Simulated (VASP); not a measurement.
Wanted: the native input for a VASP 6.6.1 run.

```yaml
Task: single point
Functional: PBE
Potentials_or_basis: VASP PAW PBE potentials, release 64 (Mo_sv)
Cutoff: 520 eV
k_mesh: 20 × 20 × 20
Occupations: gaussian, width 0.15 eV
Spin: no spin polarisation
Dipole_correction: no
Further_INCAR_settings: ALGO = Normal; EDIFF = 1e-06; NBANDS = 13
```

The structure of Mo lies in POSCAR:

```
Mo
1.0
    0.0000000000      2.0150000000      1.9545500000
    2.0150000000      0.0000000000      1.9545500000
    2.0150000000      2.0150000000      0.0000000000
Mo
1
Direct
    0.0000000000      0.0000000000      0.0000000000
```

This cell differs from its parent crystal: strain -0.0300 x Voigt [0, 0, 1, 0, 0, 0].

One way to write it, as run:

INCAR

```
ALGO = Normal
EDIFF = 1E-6
ENCUT = 520
GGA = PE
ISIF = 2
ISMEAR = 0
LASPH = True
LCHARG = True
LELF = True
LREAL = False
LVHAR = True
LWAVE = False
NBANDS = 13
NELM = 60
PREC = Accurate
SIGMA = 0.15
```

KPOINTS

```
k-points
0
Gamma
  20 20 20
```

Potentials or basis: VASP PAW PBE potentials, release 64 (Mo_sv).

The run is started by

```bash
$ cat potpaw_PBE.64/Mo_sv/POTCAR > POTCAR
$ mpirun -np 1 vasp_std > vasp.out
```

It gave:

| Item | Value |
| --- | --- |
| Pressure | 3.0 GPa |
| Band gap on the k mesh | zero (band 7 reaches 15.94 eV, above the bottom of band 8 at 11.31 eV) |

Caveat: the cell differs from its parent crystal (strain -0.0300 x Voigt [0, 0, 1, 0, 0, 0]).

It took 70 s on 1 thread of Intel(R) Xeon(R) 6975P-C (Granite Rapids), with other jobs on the host, peak memory 0.24 GiB.
